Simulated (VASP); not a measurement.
The system is ScHg.

```
CELL_PARAMETERS angstrom
3.52451 0.00000 0.00000
0.00000 3.52451 0.00000
0.00000 0.00000 3.52451
ATOMIC_POSITIONS crystal
Sc 0.50000 0.50000 0.50000
Hg 0.00000 0.00000 0.00000
```

| Item | Value |
| --- | --- |
| Program | VASP 6.6.1 |
| Task | relaxation of cell and atoms |
| Functional | LDA |
| Potentials or basis | VASP PAW LDA potentials, release 64 (Sc_sv, Hg_sv_GW) |
| Cutoff | 500 eV |
| k mesh | 12 × 12 × 12 |
| Occupations | gaussian, width 0.1 eV |
| Spin | no spin polarisation |

At the start: pressure -7.2 GPa; volume 21.89 Å³/atom.

Question: How do energy, volume and symmetry change on relaxing?

Answer: Over 3 steps the energy falls by 42.6 meV/atom and the volume is 20.13 Å³/atom (-8.0 %); space group Pm-3m (No. 221, to 0.1 Å) before and after.

Step by step:
```
step  energy change (eV)  largest force (eV/Å)  pressure (GPa)  volume (Å³)
   1              0.0000                0.0000           -7.15        43.78
   2             -0.0362                0.0000            7.02        37.88
   3             -0.0852                0.0000           -0.02        40.26
```

Final structure:
```
Sc Hg
1.0
     3.42735    0.00000    0.00000
     0.00000    3.42735    0.00000
     0.00000    0.00000    3.42735
Sc Hg
1 1
Direct
  0.50000 0.50000 0.50000
  0.00000 0.00000 0.00000
```
